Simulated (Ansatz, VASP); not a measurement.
## Two plane-wave programs on P

The input INCAR:

```
SYSTEM = P
PREC = Accurate
ENCUT = 520
EDIFF = 1E-8
ISMEAR = -1
SIGMA = 0.03
LREAL = .FALSE.
LASPH = .TRUE.
NELM = 60
ALGO = Normal
ISIF = 2
LWAVE = .FALSE.
LCHARG = .FALSE.
GGA = PE
LEFG = .TRUE.
NBANDS = 18
```

KPOINTS

```
Automatic mesh
0
G
  10 10 8
  0 0 0
```

File POSCAR:

```
P
1.0
    1.6550000000     -5.2500000000      0.0000000000
    1.6550000000      5.2500000000      0.0000000000
    0.0000000000      0.0000000000      4.3800000000
P
4
Direct
    0.0980000000      0.9020000000      0.9100000000
    0.5980000000      0.4020000000      0.5900000000
    0.9020000000      0.0980000000      0.0900000000
    0.4020000000      0.5980000000      0.4100000000
```

Input for Ansatz:

```yaml
crystal:
  lattice:
    - [1.655, -5.25, 0.0]
    - [1.655, 5.25, 0.0]
    - [0.0, 0.0, 4.38]
  atoms:
    - { symbol: P, position: [0.098, 0.902, 0.91] }
    - { symbol: P, position: [0.598, 0.402, 0.59] }
    - { symbol: P, position: [0.902, 0.098, 0.09] }
    - { symbol: P, position: [0.402, 0.598, 0.41] }
kpoints:
  mp_grid: { grid: [10, 10, 8] }
  band_path:
    path:
      - [0.0, 0.0, 0.0]
      - [-0.5, 0.5, 0.0]
      - [-0.2748437642, 0.7251562358, 0.0]
      - [0.2748437642, 0.2748437642, 0.0]
      - [0.0, 0.0, 0.0]
      - [0.0, 0.0, 0.5]
      - [0.2748437642, 0.2748437642, 0.5]
      - [-0.2748437642, 0.7251562358, 0.5]
      - [-0.5, 0.5, 0.5]
    npoints: 8
scf:
  occupations: { method: fermi_dirac, width: 0.03 }
hamiltonian:
  xc: pbe
  pseudopotentials: { kind: paw }
output:
  forces: true
  stress: true
  eigenvalues: true
  efg: { contact_densities: true }
  populations: true
  bader: true
  dos: { projected: true, de: 0.2, e_range: [-14, 8] }
```

Alike in both runs: task electric field gradients; functional PBE; k mesh 10 × 10 × 8; occupations fermi-dirac, width 0.03 eV; no spin polarisation.

|  | VASP | Ansatz |
| --- | --- | --- |
| version | VASP 6.6.1 | Ansatz 0.2.0 |
| potentials or method | VASP PAW PBE potentials, release 64 (P) | PAW with Ansatz's default frozen-core files, scalar-relativistic |
| plane-wave cutoff (eV) | 520 | 420 |
| valence electrons in the cell | 20 | 20 |

|  | VASP | Ansatz | Ansatz less VASP |
| --- | --- | --- | --- |
| pressure (GPa) | 5.9 | 6.3 | +0.39 |
| traceless stress, the component that is largest in VASP (GPa) | -1.63 | -1.57 | +0.061 |
| rms of the force components (eV/Å) | 0.553 | 0.584 | +0.0305 |
| size of Vzz on the site where it differs most (V/Å²) | 82.2 | 85.2 | +2.94 |

Atom by atom the forces differ by 0.032 eV/Å (rms over components).
